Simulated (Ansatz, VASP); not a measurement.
## Two plane-wave programs on Rb

```
Rb
1.0
    -2.75817    2.75817    2.75817
     2.75817   -2.75817    2.75817
     2.75817    2.75817   -2.75817
Rb
1
Cartesian
  0.0000 0.0000 0.0000
```

Alike in both runs: task single point; functional PBE; k mesh 13 × 13 × 13; occupations fermi-dirac, width 0.1 eV; no spin polarisation.

|  | VASP | Ansatz |
| --- | --- | --- |
| version | VASP 6.6.1 | Ansatz 0.2.0 |
| potentials or method | VASP PAW PBE potentials, release 64 (Rb_sv), cutoff 520 eV | plane waves (420 eV) with PAW, scalar-relativistic |
| valence electrons in the cell | 9 | 9 |

```tsv
	VASP	Ansatz	Ansatz less VASP
pressure (GPa)	0.3	0.3	0.00
```
